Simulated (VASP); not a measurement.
A run of VASP 6.6.1 is set up as follows.

The input INCAR:

```
  ALGO = Normal
  EDIFF = 1E-6
  ENCUT = 520
  GGA = CA
  ISIF = 2
  ISMEAR = 0
  LASPH = True
  LCHARG = False
  LREAL = False
  LWAVE = False
  NBANDS = 32
  NELM = 60
  PREC = Accurate
  SIGMA = 0.05
```

The input KPOINTS:

```
k-points
0
Gamma
  9 9 9
```

File POSCAR:

```
Bi2Te3
1.0
    2.1766521587      1.2566907097      9.9574389222
   -2.1766521587      1.2566907097      9.9574389222
    0.0000000000     -2.5133814195      9.9574389222
Bi Te
2 3
Direct
    0.4002543414      0.4002543414      0.4002543414
    0.5997456586      0.5997456586      0.5997456586
    0.0000000000      0.0000000000      0.0000000000
    0.2089912513      0.2089912513      0.2089912513
    0.7910087487      0.7910087487      0.7910087487
```

Potentials or basis: VASP PAW LDA potentials, release 64 (Bi_d, Te).

Launch:

```console
$ cat potpaw_LDA.64/Bi_d/POTCAR potpaw_LDA.64/Te/POTCAR > POTCAR
$ mpirun -np 1 vasp_std > vasp.out
```

Question: What does it give for the band gap on the k mesh?

Answer: 0.14 eV.

Question: Estimate the pressure.

Answer: 0.1 GPa.

Question: Predict the largest force.

Answer: 0.035 eV/Å.

Forces in eV/Å, atoms in the order of the input:
```
Bi   0.000  0.000 -0.019
Bi   0.000  0.000  0.019
Te   0.000  0.000  0.000
Te   0.000  0.000 -0.035
Te   0.000  0.000  0.035
```

Caveat: spin-orbit coupling is left out, which moves the levels of the heavy elements.

**The experiment to reproduce.**

“Vacancy and Antisite-Induced Ferromagnetism in Liquid-Phase Exfoliated Bi2Te3”, 2024, arxiv:2412.10539 quotes, for a bulk crystal of Bi2Te3: band gap 0.17 eV.

Measured gap of Bi2Te3: 0.17 eV (quoted in “Vacancy and Antisite-Induced Ferromagnetism in Liquid-Phase Exfoliated Bi2Te3”, 2024, arxiv:2412.10539). This calculation gives 0.14 eV (-0.03 eV). Spin-orbit coupling on Bi, Te is left out. The value is that of LDA on a finite k mesh, which can miss the band edges, without temperature or zero-point motion. Semilocal functionals fall short of measured gaps as a rule.
